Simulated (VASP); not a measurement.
Write the native input for VASP 6.6.1 that does the following.

| Item | Value |
| --- | --- |
| Task | single point |
| Functional | PBE |
| Potentials or basis | VASP PAW PBE potentials, release 64 (Tl_d, Br) |
| Cutoff | 500 eV |
| k mesh | 12 × 12 × 12 |
| Occupations | fermi-dirac, width 0.08 eV |
| Spin | no spin polarisation |
| Dipole correction | no |
| Further INCAR settings | ALGO = Normal; EDIFF = 1e-06; NBANDS = 17 |

The structure of TlBr (CsCl type) lies in POSCAR:

```
TlBr
1.0
    3.7613882248      0.0000000000      0.0000000000
    0.0000000000      3.7613882248      0.0000000000
    0.0000000000      0.0000000000      3.7613882248
Tl Br
1 1
Direct
    0.0000000000      0.0000000000      0.0000000000
    0.5000000000      0.5000000000      0.5000000000
```

This cell differs from its parent crystal: volume scaled by 0.8.

These files were run (other wordings do the same):

INCAR

```
SYSTEM = TlBr
PREC     = Accurate       ! precision mode
ENCUT    = 500            ! plane-wave cutoff, eV
EDIFF    = 1E-6           ! SCF threshold, eV
ISMEAR   = -1             ! smearing method
SIGMA    = 0.08           ! smearing width, eV
LREAL    = .False.        ! projectors in reciprocal space
LASPH    = .True.         ! aspherical terms in the spheres
NELM     = 120            ! most SCF steps
ALGO     = Normal         ! electronic algorithm
ISIF     = 2              ! what is computed and relaxed
LWAVE    = .False.        ! write WAVECAR
LCHARG   = .False.        ! write CHGCAR
GGA      = PE             ! functional
NBANDS   = 17             ! bands
GGA_COMPAT= .False.
```

KPOINTS

```
Automatic mesh
0
Gamma
  12 12 12
  0 0 0
```

Potentials or basis: VASP PAW PBE potentials, release 64 (Tl_d, Br).

Run with:

```sh
$ cat potpaw_PBE.64/Tl_d/POTCAR potpaw_PBE.64/Br/POTCAR > POTCAR
$ mpirun -np 1 vasp_std > vasp.out
```

It gave:

```json
{
 "Pressure": "7.8 GPa",
 "Band gap on the k mesh": "1.29 eV, indirect (least direct gap 1.34 eV)"
}
```

Caveat: spin-orbit coupling is left out, which moves the levels of the heavy elements.

Wall time 18 s on 1 thread of Intel(R) Xeon(R) 6975P-C (Granite Rapids), on a shared host, peak memory 0.21 GiB.
